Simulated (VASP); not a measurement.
# La5O (P-62m) in VASP: single point with PBE

Aim: the single point of La5O with PBE.

Program: VASP 6.6.1. These are calculated values, not measurements. Logs are shortened: lines on timing, memory, paths and dates and some standing lists are left out, and cuts for length are marked.

## Step 1: The cell of the first run

It takes space group P-62m (No. 189, hexagonal). The conventional cell has a = 7.787 Å, b = 7.787 Å, c = 3.502 Å, α = 90.00°, β = 90.00°, γ = 120.00°. La (site symmetry m2m) has 2 O at 2.63 Å and 8 La at 3.41 to 3.50 Å within 3.6 Å. La (site symmetry -6) has 11 La at 3.44 to 4.50 Å and 3 O at 4.50 Å within 4.5 Å. Within 3.6 Å of O (site symmetry -62m) lie 6 La at 2.63 Å and 2 O at 3.50 Å.

## Step 2: Single point, PBE

The input, POSCAR:

```
La5O
1.0
    7.7869094179      0.0000000033      0.0000000000
   -3.8934547118      6.7436613712      0.0000000000
    0.0000000000      0.0000000000      3.5022970104
La O
5 1
Direct
    0.7474440599      0.0000000000      0.0000000000
    0.6666666667      0.3333333333      0.5000000000
    0.2525559401      0.2525559401      0.0000000000
    0.3333333333      0.6666666667      0.5000000000
    0.0000000000      0.7474440599      0.0000000000
    0.0000000000      0.0000000000      0.5000000000
```

The input, INCAR.step1:

```
SYSTEM = La5O
PREC = Accurate ; ENCUT = 520
EDIFF = 1E-6 ; ISMEAR = 0
SIGMA = 0.1 ; LREAL = .FALSE.
LASPH = .TRUE. ; NELM = 100
ALGO = Normal ; ISIF = 2
LWAVE = .FALSE. ; LCHARG = .TRUE.
LMAXMIX = 6 ; GGA = PE
NBANDS = 40
```

The input, KPOINTS.step1:

```
Automatic mesh
0
G
  6 6 12
  0 0 0
```

The input, INCAR.step2:

```
SYSTEM = La5O
PREC = Accurate ; ENCUT = 520
EDIFF = 1E-6 ; ISMEAR = -5
SIGMA = 0.1 ; LREAL = .FALSE.
LASPH = .TRUE. ; NELM = 100
ALGO = Normal ; ISIF = 2
LWAVE = .FALSE. ; LCHARG = .FALSE.
LMAXMIX = 6 ; GGA = PE
LORBIT = 10 ; NBANDS = 40
NEDOS = 2001 ; ICHARG = 11
```

The input, KPOINTS.step2:

```
Automatic mesh
0
G
  9 9 18
  0 0 0
```

Potentials or basis: VASP PAW PBE potentials, release 64 (La, O).

Run with:

```
cat potpaw_PBE.64/La/POTCAR potpaw_PBE.64/O/POTCAR > POTCAR
cp INCAR.step1 INCAR
cp KPOINTS.step1 KPOINTS
mpirun -np 1 vasp_std > vasp.out
cp INCAR.step2 INCAR
cp KPOINTS.step2 KPOINTS
mpirun -np 1 vasp_std > vasp.out
```

OUTCAR:

```text
SYSTEM = La5O
   PREC = Accurate
   ENCUT = 520
   EDIFF = 1E-6
   ISMEAR = -5
   LREAL = .FALSE.
   LASPH = .TRUE.
   NELM = 100
   ISIF = 2
   GGA = PE
   LORBIT = 10
   ICHARG = 11

 ion  position               nearest neighbor table
   1  0.747  0.000  0.000-   6 2.63   6 2.63   5 3.41   3 3.41   2 3.44   2 3.44   4 3.44   4 3.44

   2  0.667  0.333  0.500-   1 3.44   1 3.44   5 3.44   5 3.44   3 3.44   3 3.44
   3  0.253  0.253  0.000-   6 2.63   6 2.63   5 3.41   1 3.41   4 3.44   4 3.44   2 3.44   2 3.44

   4  0.333  0.667  0.500-   5 3.44   5 3.44   1 3.44   1 3.44   3 3.44   3 3.44
   5  0.000  0.747  0.000-   6 2.63   6 2.63   3 3.41   1 3.41   4 3.44   4 3.44   2 3.44   2 3.44

   6  0.000  0.000  0.500-   5 2.63   5 2.63   3 2.63   3 2.63   1 2.63   1 2.63

  LATTYP: Found a hexagonal cell.
 ALAT       =     7.7869094179
 C/A-ratio  =     0.4497672725

  Lattice vectors:

 A1 = (   7.7869094179,   0.0000000033,   0.0000000000)
 A2 = (  -3.8934547118,   6.7436613712,   0.0000000000)
 A3 = (   0.0000000000,   0.0000000000,   3.5022970104)

Analysis of symmetry for initial positions (statically):
=====================================================================
 Subroutine PRICEL returns:
 Original cell was already a primitive cell.

 Routine SETGRP: Setting up the symmetry group for a
 hexagonal supercell.

 Subroutine GETGRP returns: Found 12 space group operations
 (whereof 12 operations were pure point group operations)
 out of a pool of 24 trial point group operations.

The static configuration has the point symmetry D_3h.

Analysis of symmetry for dynamics (positions and initial velocities):
=====================================================================
 Subroutine PRICEL returns:
 Original cell was already a primitive cell.

 Routine SETGRP: Setting up the symmetry group for a
 hexagonal supercell.

 Subroutine GETGRP returns: Found 12 space group operations
 (whereof 12 operations were pure point group operations)
 out of a pool of 24 trial point group operations.

The dynamic configuration has the point symmetry D_3h.

 Subroutine INISYM returns: Found 12 space group operations
 (whereof 12 operations are pure point group operations),
 and found     1 'primitive' translations

----------------------------------------------------------------------------------------

                                     Primitive cell

  volume of cell :     183.9136

  direct lattice vectors                    reciprocal lattice vectors
     7.786909418  0.000000003  0.000000000     0.128420654  0.074143699  0.000000000
    -3.893454712  6.743661371  0.000000000    -0.000000000  0.148287398  0.000000000
     0.000000000  0.000000000  3.502297010     0.000000000  0.000000000  0.285526898

  length of vectors
     7.786909418  7.786909418  3.502297010     0.148287398  0.148287398  0.285526898

  position of ions in fractional coordinates (direct lattice)
     0.747444060  0.000000000  0.000000000
     0.666666667  0.333333333  0.500000000
     0.252555940  0.252555940  0.000000000
     0.333333333  0.666666667  0.500000000
     0.000000000  0.747444060  0.000000000
     0.000000000  0.000000000  0.500000000

  ion indices of the primitive-cell ions
   primitive index   ion index
                 1           1
                 2           2
                 3           3
                 4           4
                 5           5
                 6           6

----------------------------------------------------------------------------------------

 KPOINTS: Automatic mesh

Automatic generation of k-mesh.
 Grid dimensions read from file:
 generate k-points for:    9    9   18

 Generating k-lattice:

  Cartesian coordinates                     Fractional coordinates (reciprocal lattice)
     0.014268962  0.008238189  0.000000000     0.111111111  0.000000000  0.000000000
    -0.000000000  0.016476378  0.000000000     0.000000000  0.111111111  0.000000000
     0.000000000  0.000000000  0.015862605     0.000000000  0.000000000  0.055555556

  Length of vectors
     0.016476378  0.016476378  0.015862605

  Shift w.r.t. Gamma in fractional coordinates (k-lattice)
     0.000000000  0.000000000  0.000000000

 TETIRR: Found   1476 inequivalent tetrahedra from     8748

 Subroutine IBZKPT returns following result:
 ===========================================

 Found    120 irreducible k-points:

 Following reciprocal coordinates:
            Coordinates               Weight
  0.000000  0.000000  0.000000      1.000000
  0.111111  0.000000  0.000000      6.000000
  0.222222  0.000000  0.000000      6.000000
  0.333333  0.000000  0.000000      6.000000
  0.444444  0.000000  0.000000      6.000000
  0.111111  0.111111  0.000000      6.000000
[... 16 lines left out ...]
  0.333333  0.222222  0.055556     24.000000
  0.333333  0.333333  0.055556      4.000000
 [... further k-points ...]
   k-points           NKPTS =    120   k-points in BZ     NKDIM =    120   number of bands    NBANDS=     40
   number of dos      NEDOS =   2001   number of ions     NIONS =      6
   total plane-waves  NPLWV = 100800
   dimension x,y,z NGX =    60 NGY =   60 NGZ =   28
   dimension x,y,z NGXF=   120 NGYF=  120 NGZF=   56
   ions per type =               5   1
   NGX,Y,Z   is equivalent  to a cutoff of  12.81, 12.81, 13.29 a.u.
   NGXF,Y,Z  is equivalent  to a cutoff of  25.62, 25.62, 26.58 a.u.
 SYSTEM =  La5O
   PREC   = accura    normal or accurate (medium, high low for compatibility)
   ISTART =      0    job   : 0-new  1-cont  2-samecut
   ICHARG =     11    charge: 1-file 2-atom 10-const
   ISPIN  =      1    spin polarized calculation?
   LNONCOLLINEAR =      F non collinear calculations
   LSORBIT =      F    spin-orbit coupling
   LASPH  =      T    aspherical Exc in radial PAW
   ENCUT  =  520.0 eV  38.22 Ry    6.18 a.u.  14.48 14.48  6.51*2*pi/ulx,y,z
   NELM   =    100;   NELMIN=  2; NELMDL=  0     # of ELM steps
   EDIFF  = 0.1E-05   stopping-criterion for ELM
   LREAL  =      F    real-space projection
   EDIFFG = 0.1E-04   stopping-criterion for IOM
   NSW    =      0    number of steps for IOM
   IBRION =     -1    ionic relax: 0-MD 1-quasi-New 2-CG
   NFREE  =      0    steps in history (QN), initial steepest desc. (CG)
   ISIF   =      2    stress and relaxation
   ISYM   =      2    0-nonsym 1-usesym 2-fastsym
   POTIM  = 0.5000    time-step for ionic-motion
   TEBEG  =    0.0;   TEEND  =   0.0 temperature during run
   PSTRESS=    0.0 pullay stress
   NELECT =      61.0000    total number of electrons
   NUPDOWN=      -1.0000    fix difference up-down
   EMIN   =  10.00;   EMAX   =-10.00  energy-range for DOS
   EFERMI =   0.00;   METHOD = LEGACY
   ISMEAR =    -5;   SIGMA  =   0.10  broadening in eV -4-tet -1-fermi 0-gaus
   EFERMI_NEDOS =   21; number of points for ismear=-14 and -15
   IALGO  =     38    algorithm
   IMIX   =      4    mixing-type and parameters
     AMIX     =   0.40;   BMIX     =  1.00
     AMIX_MAG =   1.60;   BMIX_MAG =  1.00
  volume/ion in A,a.u.               =      30.65       206.85
  Fermi-wavevector in a.u.,A,eV,Ry     =   1.133218  2.141472 17.472373  1.284183
  Thomas-Fermi vector in A             =   2.269920
   LORBIT       =     10    0 simple, 1 ext, 2 COOP (PROOUT), +10 PAW based schemes
   GGA     = PE    functional components
   LHFCALC =     F    Hartree Fock is set to
   AEXX    =    0.0000 exact exchange contribution
   IVDW    =     0    specifies the selected vdW correction
   LEPSILON=     F    determine dielectric tensor
   LRPA    =     F    only Hartree local field effects (RPA)
 non-spin polarized calculation
 Fermi weights with tetrahedron method with Bloechl corrections
  energy-cutoff  :      520.00
  volume of cell :      183.91
 maximum number of plane-waves:      4982
 NGX is ok and might be reduce to    60

 number of electron      60.9999993 magnetization

 Free energy of the ion-electron system (eV)
  ---------------------------------------------------
  ext. energy  EPLUGINS =         0.00000000
  ---------------------------------------------------
  free energy    TOTEN  =       -31.82083707 eV

  energy without entropy =      -31.82083707  energy(sigma->0) =      -31.82083707

 E-fermi :   8.1680     XC(G=0):  -9.7417

 val. band max:        8.2099382643   @ k =   0.0000   0.0000   0.3889
 cond. band min:       8.1421802834   @ k =   0.0000   0.0000   0.1667
 fundamental gap:     -0.0677579810
 Fermi energy:         8.1680391092

 k-point     1 :       0.0000    0.0000    0.0000
  band No.  band energies     occupation
      1     -24.8405      2.00000
      2     -24.5851      2.00000
      3     -24.5850      2.00000
      4     -24.4319      2.00000
      5     -24.3394      2.00000
      6     -11.3191      2.00000
[... 32 lines left out ...]
     39       9.8075      0.00000
     40       9.8122      0.00000

 k-point     2 :       0.1111    0.0000    0.0000
  band No.  band energies     occupation
      1     -24.8346      2.00000
      2     -24.5937      2.00000
      3     -24.5912      2.00000
      4     -24.4253      2.00000
      5     -24.3370      2.00000
      6     -11.3217      2.00000
[... 935 lines left out ...]
     39       9.8186      0.00000
     40       9.8310      0.00000

 k-point    24 :       0.3333    0.3333    0.0556
  band No.  band energies     occupation
      1     -24.7393      2.00000
      2     -24.6652      2.00000
      3     -24.6652      2.00000
      4     -24.3454      2.00000
      5     -24.3454      2.00000
      6     -11.3347      2.00000
[... 32 lines left out ...]
     39       9.8058      0.00000
     40       9.8814      0.00000

 [... further k-points ...]

------------------------ aborting loop because EDIFF is reached ----------------------------------------

  FORCE on cell =-STRESS in cart. coord.  units (eV):
  Direction    XX          YY          ZZ          XY          YZ          ZX
  --------------------------------------------------------------------------------------
  -------------------------------------------------------------------------------------
  Total       -0.1042304     -0.1042304      0.0365372     -0.0000000     -0.0000000      0.0000000
  in kB       -0.9080109     -0.9080109      0.3182967     -0.0000000     -0.0000000      0.0000000
  external PRESSURE =      -0.4992417 kB  Pullay stress =       0.0000000 kB

 VOLUME and BASIS-vectors are now :
 -----------------------------------------------------------------------------
  energy-cutoff  :      520.00
  volume of cell :      183.91
      direct lattice vectors                 reciprocal lattice vectors
     7.786909418  0.000000003  0.000000000     0.128420654  0.074143699  0.000000000
    -3.893454712  6.743661371  0.000000000    -0.000000000  0.148287398  0.000000000
     0.000000000  0.000000000  3.502297010     0.000000000  0.000000000  0.285526898

 POSITION                                       TOTAL-FORCE (eV/Angst)
 -----------------------------------------------------------------------------------
      5.82028      0.00000      0.00000         0.016180      0.000000      0.000000
      3.89345      2.24789      1.75115         0.000000      0.000000      0.000000
      0.98332      1.70315      0.00000        -0.008090     -0.014012      0.000000
     -0.00000      4.49577      1.75115         0.000000     -0.000000      0.000000
     -2.91014      5.04051      0.00000        -0.008090      0.014012      0.000000
      0.00000      0.00000      1.75115         0.000000     -0.000000      0.000000
 -----------------------------------------------------------------------------------
    total drift:                                0.000000      0.000000     -0.000000

  FREE ENERGIE OF THE ION-ELECTRON SYSTEM (eV)
  ---------------------------------------------------
  free  energy   TOTEN  =       -31.8208370737 eV

  energy  without entropy=      -31.8208370737  energy(sigma->0) =      -31.82083707

 total charge

# of ion       s       p       d       f       tot
--------------------------------------------------
    1        2.028   5.570   0.944   0.160   8.703
    2        2.068   5.513   1.036   0.111   8.728
    3        2.028   5.570   0.944   0.160   8.703
    4        2.068   5.513   1.036   0.111   8.728
    5        2.028   5.570   0.944   0.160   8.703
    6        1.567   3.367   0.000   0.000   4.933
--------------------------------------------------
tot         11.788  31.104   4.905   0.704  48.500
```

Run time: 55 min. Hardware: 1 thread of Intel Xeon 8259CL, shared host; peak memory 0.84 GiB.

Results:

* Valence electrons inside the program's atomic spheres: La 8.70, 8.73 (each value once); O 4.93

Levels at points of the mesh, in eV from the Fermi level:
```csv
k point,band 27,band 28,band 29,band 30,band 31,band 32,band 33,band 34,band 35,band 36
"(0.00, 0.00, 0.00)",-1.10,-1.10,-0.99,-0.35,-0.35,0.17,0.83,0.83,1.05,1.43
"(0.00, 0.00, 0.50)",-0.53,-0.53,-0.45,-0.16,-0.16,-0.02,0.32,0.69,0.69,0.75
```

Caveat: spin-orbit coupling is left out, which moves the levels of the heavy elements.
